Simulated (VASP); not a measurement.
Wanted: the native input for a VASP 6.6.1 run.

```
Task                            : G0W0 quasiparticle levels
Functional                      : LDA
Potentials or basis             : VASP PAW LDA potentials, release 64 (Mo_sv_GW, S_GW)
Cutoff                          : 500 eV
k mesh                          : 4 × 4 × 4
Occupations                     : gaussian, width 0.01 eV
Spin                            : no spin polarisation
Dipole correction               : no
GW scheme                       : G0W0
GW iterations                   : 1
Cutoff of the response function : 100
Frequency points                : 96
Empty bands                     : 30
Further INCAR settings          : ALGO = EVGW0; EDIFF = 1e-08; NBANDS = 43
```

The system is MoS2.

```
Mo S
1.0
     1.58759    0.91660    6.19393
    -1.58759    0.91660    6.19393
     0.00000   -1.83319    6.19393
Mo S
1 2
Direct
  0.00010 0.00010 0.00010
  0.24979 0.24979 0.24979
  0.41711 0.41711 0.41711
```

These files were run (other wordings do the same):

POSCAR

```
MoS2
1.0
    1.5875903435      0.9165957122      6.1939280070
   -1.5875903435      0.9165957122      6.1939280070
    0.0000000000     -1.8331914244      6.1939280070
Mo S
1 2
Direct
    0.0000965174      0.0000965174      0.0000965174
    0.2497906771      0.2497906771      0.2497906771
    0.4171128055      0.4171128055      0.4171128055
```

INCAR.step1

```
SYSTEM = MoS2
PREC     = Accurate       ! precision mode
ENCUT    = 500            ! plane-wave cutoff, eV
EDIFF    = 1E-8           ! SCF threshold, eV
ISMEAR   = 0              ! smearing method
SIGMA    = 0.01           ! smearing width, eV
LREAL    = .FALSE.        ! projectors in reciprocal space
LASPH    = .TRUE.         ! aspherical terms in the spheres
NELM     = 100            ! most SCF steps
ALGO     = Normal         ! electronic algorithm
LWAVE    = .TRUE.         ! write WAVECAR
LCHARG   = .FALSE.        ! write CHGCAR
GGA      = CA             ! functional
```

INCAR.step2

```
SYSTEM = MoS2
PREC     = Accurate       ! precision mode
ENCUT    = 500            ! plane-wave cutoff, eV
EDIFF    = 1E-8           ! SCF threshold, eV
ISMEAR   = 0              ! smearing method
SIGMA    = 0.01           ! smearing width, eV
LREAL    = .FALSE.        ! projectors in reciprocal space
LASPH    = .TRUE.         ! aspherical terms in the spheres
NELM     = 1              ! most SCF steps
ALGO     = Exact          ! electronic algorithm
LWAVE    = .TRUE.         ! write WAVECAR
LCHARG   = .FALSE.        ! write CHGCAR
GGA      = CA             ! functional
NBANDS   = 43             ! bands
LOPTICS  = .TRUE.         ! frequency-dependent dielectric function
ISTART   = 1
```

INCAR.step3

```
SYSTEM = MoS2
PREC     = Accurate       ! precision mode
ENCUT    = 500            ! plane-wave cutoff, eV
EDIFF    = 1E-8           ! SCF threshold, eV
ISMEAR   = 0              ! smearing method
SIGMA    = 0.01           ! smearing width, eV
LREAL    = .FALSE.        ! projectors in reciprocal space
LASPH    = .TRUE.         ! aspherical terms in the spheres
ALGO     = EVGW0          ! electronic algorithm
LWAVE    = .FALSE.        ! write WAVECAR
LCHARG   = .FALSE.        ! write CHGCAR
GGA      = CA             ! functional
NELMGW   = 1            
NBANDS   = 43             ! bands
ENCUTGW  = 100.0          ! cutoff of the response function
NOMEGA   = 96             ! frequency points
PRECFOCK = Fast         
ISTART   = 1            
NBANDSGW = 21           
OMEGAMAX = 20
```

KPOINTS

```
regular mesh
0
G
  4 4 4
  0 0 0
```

Potentials or basis: VASP PAW LDA potentials, release 64 (Mo_sv_GW, S_GW).

Launch:

```sh
$ cat potpaw_LDA.64/Mo_sv_GW/POTCAR potpaw_LDA.64/S_GW/POTCAR > POTCAR
$ cp INCAR.step1 INCAR
$ mpirun -np 1 vasp_std > vasp.out
$ cp INCAR.step2 INCAR
$ mpirun -np 1 vasp_std > vasp.out
$ cp INCAR.step3 INCAR
$ mpirun -np 1 vasp_std > vasp.out
```

It gave:

```yaml
Quasiparticle_gap: 1.62 eV
Least_direct_quasiparticle_gap: 2.59 eV
Band_gap_of_the_starting_levels_on_the_mesh: 1.17 eV
Least_direct_gap_of_the_starting_levels_on_the_mesh: 2.09 eV
```

Caveat: the k points lie up to 0.58 Å⁻¹ apart; bands, screening cutoff and mesh are small and nothing is extrapolated, so the quasiparticle values aren't converged.

Wall time 15 min on 1 thread of Intel(R) Xeon(R) 6975P-C (Granite Rapids) (shared host), peak memory 0.71 GiB.
